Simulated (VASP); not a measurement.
Here is a VASP 6.6.1 calculation.

File INCAR:

```
ALGO = Normal
EDIFF = 1E-7
ENCUT = 520
GGA = CA
ISIF = 2
ISMEAR = -1
LASPH = T
LCHARG = F
LREAL = F
LWAVE = F
NBANDS = 18
NELM = 100
PREC = Accurate
SIGMA = 0.01
```

KPOINTS

```
k-points
0
Gamma
  1 1 1
```

POSCAR

```
P
1.0
    9.2000000000      0.0000000000      0.0000000000
    0.0000000000      9.2000000000      0.0000000000
    0.0000000000      0.0000000000      7.4000000000
P
4
Direct
    0.5000000000      0.5000000000      0.0000000000
    0.0000000000      0.0000000000      0.0000000000
    0.0000000000      0.5000000000      0.6250000000
    0.5000000000      0.0000000000      0.3750000000
```

Potentials or basis: VASP PAW LDA potentials, release 64 (P).

Command:

```sh
$ cat potpaw_LDA.64/P/POTCAR > POTCAR
$ mpirun -np 1 vasp_gam > vasp.out
```

(1) Predict the largest force.

(2) Predict the pressure.

(3) Estimate the band gap on the k mesh.

Results:

(1) 0.299 eV/Å.

(2) -0.7 GPa.

(3) 0.00 eV.

Caveat: the k points lie up to 0.85 Å⁻¹ apart.
